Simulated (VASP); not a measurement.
A run of VASP 6.6.1:

Contents of INCAR:

```
ALGO = Normal ; EDIFF = 1E-6
ENCUT = 520 ; GGA = PE
ISIF = 2 ; ISMEAR = 0
LASPH = True ; LCHARG = False
LREAL = False ; LWAVE = False
NBANDS = 31 ; NELM = 80
PREC = Accurate ; SIGMA = 0.1
```

KPOINTS

```
k-points
0
Gamma
  6 6 2
```

File POSCAR:

```
BeZn2TeS2
1.0
    3.7097827042      0.0000000025      0.0000000000
   -1.8548913542      3.2127660631      0.0000000000
    0.0000000000      0.0000000000     12.1538512915
Be Zn Te S
1 2 1 2
Direct
    0.3333333333      0.6666666667      0.5000000000
    0.0000000000      0.0000000000      0.3970243028
    0.0000000000      0.0000000000      0.6029756972
    0.3333333333      0.6666666667      0.0000000000
    0.3333333333      0.6666666667      0.6763394464
    0.3333333333      0.6666666667      0.3236605536
```

Potentials or basis: VASP PAW PBE potentials, release 64 (Be, Zn, Te, S).

Launch:

```sh
$ cat potpaw_PBE.64/Be/POTCAR potpaw_PBE.64/Zn/POTCAR potpaw_PBE.64/Te/POTCAR potpaw_PBE.64/S/POTCAR > POTCAR
$ mpirun -np 1 vasp_std > vasp.out
```

Hardware: 1 thread of Intel(R) Xeon(R) Platinum 8259CL CPU @ 2.50GHz (Skylake/Cascade Lake) (shared host).

Q: How long does it take, and how much memory?

A: Run time: 76 s on 1 thread of Intel(R) Xeon(R) Platinum 8259CL CPU @ 2.50GHz (Skylake/Cascade Lake) (shared host), peak memory 0.28 GiB. Counts: scf iterations 15, k points 14.
